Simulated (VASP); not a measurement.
# RbBr (Cm) in VASP: further runs, part 2 of 2

VASP 6.6.1. Earlier steps stand in the parts before.

### 3 Single point, LDA (atom 1 (Rb) moved by (-0.600, -0.300) A along [1 1 0] and z)

INCAR reads:

```
SYSTEM = RbBr
PREC = Accurate
ENCUT = 520
EDIFF = 1E-7
ISMEAR = 0
SIGMA = 0.05
LREAL = .False.
LASPH = .True.
NELM = 100
ALGO = Normal
ISIF = 2
LWAVE = .False.
LCHARG = .False.
NBANDS = 15
```

KPOINTS reads:

```
Automatic mesh
0
Gamma
  6 6 6
  0 0 0
```

POSCAR reads:

```
RbBr
1.0
    0.0000000000      3.4275000000      3.4275000000
    3.4275000000      0.0000000000      3.4275000000
    3.4275000000      3.4275000000      0.0000000000
Rb Br
1 1
Direct
   -0.0437636761     -0.0437636761     -0.0800186925
    0.5000000000      0.5000000000      0.5000000000
```

Potentials or basis: VASP PAW LDA potentials, release 64 (Rb_sv, Br).

Started as:

```
$ cat potpaw_LDA.64/Rb_sv/POTCAR potpaw_LDA.64/Br/POTCAR > POTCAR
$ mpirun -np 1 vasp_std > vasp.out
```

OUTCAR:

```text
SYSTEM = RbBr
   PREC = Accurate
   ENCUT = 520
   EDIFF = 1E-7
   ISMEAR = 0
   LREAL = .False.
   LASPH = .True.
   NELM = 100
   ISIF = 2

 ion  position               nearest neighbor table
   1  0.956  0.956  0.920-   2 3.05   2 3.05   2 3.18   2 3.78   2 3.89   2 3.89
   2  0.500  0.500  0.500-   1 3.05   1 3.05   1 3.18   1 3.78   1 3.89   1 3.89

  LATTYP: Found a face centered cubic cell.
 ALAT       =     6.8550000000

  Lattice vectors:

 A1 = (   0.0000000000,   3.4275000000,   3.4275000000)
 A2 = (   3.4275000000,   0.0000000000,   3.4275000000)
 A3 = (   3.4275000000,   3.4275000000,   0.0000000000)

Analysis of symmetry for initial positions (statically):
=====================================================================
 Subroutine PRICEL returns:
 Original cell was already a primitive cell.

 Routine SETGRP: Setting up the symmetry group for a
 face centered cubic supercell.

 Subroutine GETGRP returns: Found  2 space group operations
 (whereof  2 operations were pure point group operations)
 out of a pool of 48 trial point group operations.

The static configuration has the point symmetry C_1h.

Analysis of symmetry for dynamics (positions and initial velocities):
=====================================================================
 Subroutine PRICEL returns:
 Original cell was already a primitive cell.

 Routine SETGRP: Setting up the symmetry group for a
 face centered cubic supercell.

 Subroutine GETGRP returns: Found  2 space group operations
 (whereof  2 operations were pure point group operations)
 out of a pool of 48 trial point group operations.

The dynamic configuration has the point symmetry C_1h.

 Subroutine INISYM returns: Found  2 space group operations
 (whereof  2 operations are pure point group operations),
 and found     1 'primitive' translations

----------------------------------------------------------------------------------------

                                     Primitive cell

  volume of cell :      80.5309

  direct lattice vectors                    reciprocal lattice vectors
     0.000000000  3.427500000  3.427500000    -0.145878920  0.145878920  0.145878920
     3.427500000  0.000000000  3.427500000     0.145878920 -0.145878920  0.145878920
     3.427500000  3.427500000  0.000000000     0.145878920  0.145878920 -0.145878920

  length of vectors
     4.847216985  4.847216985  4.847216985     0.252669702  0.252669702  0.252669702

  position of ions in fractional coordinates (direct lattice)
     0.956236324  0.956236324  0.919981308
     0.500000000  0.500000000  0.500000000

  ion indices of the primitive-cell ions
   primitive index   ion index
                 1           1
                 2           2

----------------------------------------------------------------------------------------

 KPOINTS: Automatic mesh

Automatic generation of k-mesh.
 Grid dimensions read from file:
 generate k-points for:    6    6    6

 Generating k-lattice:

  Cartesian coordinates                     Fractional coordinates (reciprocal lattice)
    -0.024313153  0.024313153  0.024313153     0.166666667  0.000000000  0.000000000
     0.024313153 -0.024313153  0.024313153     0.000000000  0.166666667  0.000000000
     0.024313153  0.024313153 -0.024313153     0.000000000  0.000000000  0.166666667

  Length of vectors
     0.042111617  0.042111617  0.042111617

  Shift w.r.t. Gamma in fractional coordinates (k-lattice)
     0.000000000  0.000000000  0.000000000

 Subroutine IBZKPT returns following result:
 ===========================================
[... 37 lines left out ...]
   NGXF,Y,Z  is equivalent  to a cutoff of  24.69, 24.69, 24.69 a.u.
 SYSTEM =  RbBr
   PREC   = accura    normal or accurate (medium, high low for compatibility)
   ISTART =      0    job   : 0-new  1-cont  2-samecut
   ICHARG =      2    charge: 1-file 2-atom 10-const
   ISPIN  =      1    spin polarized calculation?
   LNONCOLLINEAR =      F non collinear calculations
   LSORBIT =      F    spin-orbit coupling
   LASPH  =      T    aspherical Exc in radial PAW
   ENCUT  =  520.0 eV  38.22 Ry    6.18 a.u.   9.01  9.01  9.01*2*pi/ulx,y,z
   NELM   =    100;   NELMIN=  2; NELMDL= -5     # of ELM steps
   EDIFF  = 0.1E-06   stopping-criterion for ELM
   LREAL  =      F    real-space projection
   EDIFFG = 0.1E-05   stopping-criterion for IOM
   NSW    =      0    number of steps for IOM
   IBRION =     -1    ionic relax: 0-MD 1-quasi-New 2-CG
   NFREE  =      0    steps in history (QN), initial steepest desc. (CG)
   ISIF   =      2    stress and relaxation
   ISYM   =      2    0-nonsym 1-usesym 2-fastsym
   POTIM  = 0.5000    time-step for ionic-motion
   TEBEG  =    0.0;   TEEND  =   0.0 temperature during run
   PSTRESS=    0.0 pullay stress
   NELECT =      16.0000    total number of electrons
   NUPDOWN=      -1.0000    fix difference up-down
   EMIN   =  10.00;   EMAX   =-10.00  energy-range for DOS
   EFERMI =   0.00;   METHOD = LEGACY
   ISMEAR =     0;   SIGMA  =   0.05  broadening in eV -4-tet -1-fermi 0-gaus
   EFERMI_NEDOS =   21; number of points for ismear=-14 and -15
   IALGO  =     38    algorithm
   IMIX   =      4    mixing-type and parameters
     AMIX     =   0.40;   BMIX     =  1.00
     AMIX_MAG =   1.60;   BMIX_MAG =  1.00
  volume/ion in A,a.u.               =      40.27       271.72
  Fermi-wavevector in a.u.,A,eV,Ry     =   0.955273  1.805204 12.415941  0.912546
  Thomas-Fermi vector in A             =   2.084095
   LORBIT       =      0    0 simple, 1 ext, 2 COOP (PROOUT), +10 PAW based schemes
   GGA     = CA    functional components
   LHFCALC =     F    Hartree Fock is set to
   AEXX    =    0.0000 exact exchange contribution
   IVDW    =     0    specifies the selected vdW correction
   LEPSILON=     F    determine dielectric tensor
   LRPA    =     F    only Hartree local field effects (RPA)
 non-spin polarized calculation
 Gauss-broadening in eV      SIGMA  =   0.05
  energy-cutoff  :      520.00
  volume of cell :       80.53
 maximum number of plane-waves:      2200
   NGX = 17   NGY = 17   NGZ = 17

 number of electron      15.9999999 magnetization

 Free energy of the ion-electron system (eV)
  ---------------------------------------------------
  ext. energy  EPLUGINS =         0.00000000
  ---------------------------------------------------
  free energy    TOTEN  =        -6.45995171 eV

  energy without entropy =       -6.45995171  energy(sigma->0) =       -6.45995171

 E-fermi :  -1.8474     XC(G=0):  -7.6838

 val. band max:       -2.0773575389   @ k =   0.0000   0.0000   0.0000
 cond. band min:       1.9838743779   @ k =   0.0000   0.0000   0.0000
 fundamental gap:      4.0612319169
 Fermi energy:        -1.8473899202

 k-point     1 :       0.0000    0.0000    0.0000
  band No.  band energies     occupation
      1     -26.1517      2.00000
      2     -14.2390      2.00000
      3     -10.3632      2.00000
      4     -10.3275      2.00000
      5     -10.2733      2.00000
      6      -2.1123      2.00000
      7      -2.0800      2.00000
      8      -2.0774      2.00000
      9       1.9839      0.00000
     10       5.1059      0.00000
     11       5.2598      0.00000
     12       5.8855      0.00000
     13       6.4450      0.00000
     14       6.5865      0.00000
[... 401 lines left out ...]
      2     -14.2551      2.00000
      3     -10.4440      2.00000
      4     -10.3654      2.00000
      5     -10.2561      2.00000
      6      -2.8444      2.00000
      7      -2.3953      2.00000
      8      -2.3315      2.00000
      9       4.4778      0.00000
     10       5.4545      0.00000
     11       6.8983      0.00000
     12       7.2498      0.00000
     13       7.3926      0.00000
     14       8.2754      0.00000
     15       8.6099      0.00000

 [... further k-points ...]

------------------------ aborting loop because EDIFF is reached ----------------------------------------

  FORCE on cell =-STRESS in cart. coord.  units (eV):
  Direction    XX          YY          ZZ          XY          YZ          ZX
  --------------------------------------------------------------------------------------
  -------------------------------------------------------------------------------------
  Total        0.7168956      0.7168956     -0.1032859     -0.4296883     -0.2504409     -0.2504409
  in kB       14.2627782     14.2627782     -2.0548922     -8.5487332     -4.9825713     -4.9825714
  external PRESSURE =       8.8235547 kB  Pullay stress =       0.0000000 kB

 VOLUME and BASIS-vectors are now :
 -----------------------------------------------------------------------------
  energy-cutoff  :      520.00
  volume of cell :       80.53
      direct lattice vectors                 reciprocal lattice vectors
     0.000000000  3.427500000  3.427500000    -0.145878920  0.145878920  0.145878920
     3.427500000  0.000000000  3.427500000     0.145878920 -0.145878920  0.145878920
     3.427500000  3.427500000  0.000000000     0.145878920  0.145878920 -0.145878920

 POSITION                                       TOTAL-FORCE (eV/Angst)
 -----------------------------------------------------------------------------------
      6.43074      6.43074      6.55500         0.488787      0.488787      0.209302
      3.42750      3.42750      3.42750        -0.488787     -0.488787     -0.209302
 -----------------------------------------------------------------------------------
    total drift:                                0.000007      0.000007      0.000000

  FREE ENERGIE OF THE ION-ELECTRON SYSTEM (eV)
  ---------------------------------------------------
  free  energy   TOTEN  =        -6.4599517055 eV

  energy  without entropy=       -6.4599517055  energy(sigma->0) =       -6.45995171
```

stdout:

```text
POSCAR found type information on POSCAR RbBr
 POSCAR found :  2 types and       2 ions
 scaLAPACK will be used
 LDA part: xc-table for (Slater(with rela. corr.)+CA(PZ))
 , standard interpolation
 POSCAR, INCAR and KPOINTS ok, starting setup
 FFT: planning ... GRIDC
 FFT: planning ... GRID_SOFT
 FFT: planning ... GRID
 WAVECAR not read
 entering main loop
```

It took 52 s on 1 thread of Intel Xeon Platinum 8259CL at 2.50GHz (Skylake/Cascade Lake), shared host; peak memory 0.22 GiB.

What came out:

* Free energy: -6.4600 eV
* Pressure: 0.9 GPa
* Largest force: 0.722 eV/Å
* Band gap on the k mesh: 4.06 eV

Forces on the atoms (eV/Å):
```
Rb   0.489  0.489  0.209
Br  -0.489 -0.489 -0.209
```

Stress tensor (GPa, compression positive):
```
 1.43 -0.85 -0.50
-0.85  1.43 -0.50
-0.50 -0.50 -0.21
```

Caveat: the cell differs from its parent crystal (atom 1 (Rb) moved by (-0.600, -0.300) A along [1 1 0] and z).

### 4 Single point, LDA (atom 1 (Rb) moved by (-0.300, -0.300) A along [1 1 0] and z)

INCAR reads:

```
PREC = Accurate ; ENCUT = 520
EDIFF = 1E-6 ; ISMEAR = 0
SIGMA = 0.05 ; LREAL = F
LASPH = T ; NELM = 60
ALGO = Normal ; ISIF = 2
LWAVE = F ; LCHARG = F
GGA = CA ; NBANDS = 15
```

KPOINTS reads:

```
Automatic mesh
0
Gamma
  6 6 6
```

Edit POSCAR of step 3 so:

```diff
@@ -8,3 +8,3 @@
 Direct
-   -0.0437636761     -0.0437636761     -0.0800186925
+   -0.0437636761     -0.0437636761     -0.0181275082
     0.5000000000      0.5000000000      0.5000000000
```

Started as:

```
$ cat potpaw_LDA.64/Rb_sv/POTCAR potpaw_LDA.64/Br/POTCAR > POTCAR
$ mpirun -np 1 vasp_std > vasp.out
```

Run time: 52 s. Hardware: 1 thread of Intel Xeon Platinum 8259CL at 2.50GHz (Skylake/Cascade Lake), shared host; peak memory 0.22 GiB.

It converged, with:

```yaml
Free_energy: -6.6013 eV
Pressure: -0.3 GPa
Largest_force: 0.449 eV/Å
Band_gap_on_the_k_mesh: 4.01 eV
```

Forces on the atoms (eV/Å):
```
Rb   0.198  0.198  0.351
Br  -0.198 -0.198 -0.351
```

Stress tensor (GPa, compression positive):
```
-0.61 -0.16 -0.25
-0.16 -0.61 -0.25
-0.25 -0.25  0.22
```

Levels at points of the mesh, in eV from the valence-band top:
```csv
k point,band 5,band 6,band 7,band 8,band 9,band 10,band 11,band 12
"(0.00, 0.00, 0.00)",-8.31,-0.01,-0.01,0.00,4.01,7.10,7.16,7.42
"(0.50, 0.00, 0.00)",-8.27,-0.99,-0.30,-0.26,6.39,7.34,8.84,9.20
"(0.00, 0.00, 0.50)",-8.26,-0.99,-0.30,-0.24,6.38,7.28,8.83,9.12
"(0.50, 0.50, 0.50)",-8.30,-0.99,-0.36,-0.35,6.48,7.67,9.18,9.32
"(0.50, 0.50, 0.00)",-8.38,-0.42,-0.16,-0.12,5.48,6.83,8.13,9.18
"(0.00, 0.50, 0.50)",-8.38,-0.44,-0.18,-0.12,5.54,6.79,8.41,9.16
```

Caveat: the cell differs from its parent crystal (atom 1 (Rb) moved by (-0.300, -0.300) A along [1 1 0] and z).

### 5 The runs side by side

```csv
cell,gap on the mesh (eV),pressure (GPa),largest force (eV/Å)
"as given, atomic positions A",4.04,2.1,1.05
"as given, atomic positions B",4.06,0.9,0.72
"as given, atomic positions C",4.01,-0.3,0.45
```

Alike in all rows: task single point; level LDA; potentials or basis VASP PAW LDA potentials, release 64 (Rb_sv, Br); no spin polarisation; k mesh 6 × 6 × 6; cutoff (eV) 520; smearing gaussian 0.05 eV.

Caveats: forces of over 1 eV/Å act on the atoms, so gaps and moduli don't describe the material at rest (at least some runs).

Absolute energies hang on the potentials; compare differences alone.
